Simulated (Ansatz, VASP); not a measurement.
# One calculation of TiO2, two programs

Contents of INCAR:

```
SYSTEM = TiO2
  PREC = Accurate
  ENCUT = 520
  EDIFF = 1E-7
  ISMEAR = 0
  SIGMA = 0.01
  LREAL = .False.
  LASPH = .True.
  NELM = 80
  ALGO = Normal
  ISIF = 2
  LWAVE = .False.
  LCHARG = .False.
  GGA = PE
  NBANDS = 60
```

KPOINTS

```
regular mesh
0
Gamma
  6 6 3
  0 0 0
```

Contents of POSCAR:

```
TiO2
1.0
    3.7850000000      0.0000000000      0.0000000000
    0.0000000000      3.7850000000      0.0000000000
    0.0000000000      0.0000000000      9.4188600000
Ti O
4 8
Direct
    0.0000000000      0.0000000000      0.0000000000
    0.5000000000      0.5000000000      0.5000000000
    0.0000000000      0.5000000000      0.2500000000
    0.5000000000      0.0000000000      0.7500000000
    0.0000000000      0.0000000000      0.2081000000
    0.5000000000      0.5000000000      0.7081000000
    0.0000000000      0.5000000000      0.4581000000
    0.5000000000      0.0000000000      0.9581000000
    0.5000000000      0.0000000000      0.5419000000
    0.0000000000      0.5000000000      0.0419000000
    0.5000000000      0.5000000000      0.2919000000
    0.0000000000      0.0000000000      0.7919000000
```

Input for Ansatz:

```yaml
crystal:
  lattice:
    - [3.785, 0.0, 0.0]
    - [0.0, 3.785, 0.0]
    - [0.0, 0.0, 9.41886]
  atoms:
    - { symbol: Ti, position: [0.0, 0.0, 0.0] }
    - { symbol: Ti, position: [0.5, 0.5, 0.5] }
    - { symbol: Ti, position: [0.0, 0.5, 0.25] }
    - { symbol: Ti, position: [0.5, 0.0, 0.75] }
    - { symbol: O, position: [0.0, 0.0, 0.2081] }
    - { symbol: O, position: [0.5, 0.5, 0.7081] }
    - { symbol: O, position: [0.0, 0.5, 0.4581] }
    - { symbol: O, position: [0.5, 0.0, 0.9581] }
    - { symbol: O, position: [0.5, 0.0, 0.5419] }
    - { symbol: O, position: [0.0, 0.5, 0.0419] }
    - { symbol: O, position: [0.5, 0.5, 0.2919] }
    - { symbol: O, position: [0.0, 0.0, 0.7919] }
scf:
  occupations: { method: fixed }
  n_extra_bands: 4
output:
  write_density: true
  write_potential: true
  elf: true
  volumetric_format: npy
kpoints:
  mp_grid: { grid: [6, 6, 3] }
hamiltonian:
  xc: pbe
```

Alike in both runs: task single point; functional PBE; k mesh 6 × 6 × 3; no spin polarisation.

|  | VASP | Ansatz |
| --- | --- | --- |
| version | VASP 6.6.1 | Ansatz 0.2.0 |
| potentials or method | VASP PAW PBE potentials, release 64 (Ti_sv, O) | scalar-relativistic, plane waves, PAW |
| plane-wave cutoff (eV) | 520 | 420 |
| occupations | gaussian, width 0.01 eV | fixed |
| valence electrons in the cell | 96 | 96 |

VASP gave:

- gap on the k mesh at the Fermi level (eV): 2.15
- least direct gap on the mesh (eV): 2.23

Question: What did Ansatz give for the same quantities?

Answer: gap on the k mesh at the Fermi level (eV): 2.18; least direct gap on the mesh (eV): 2.25.
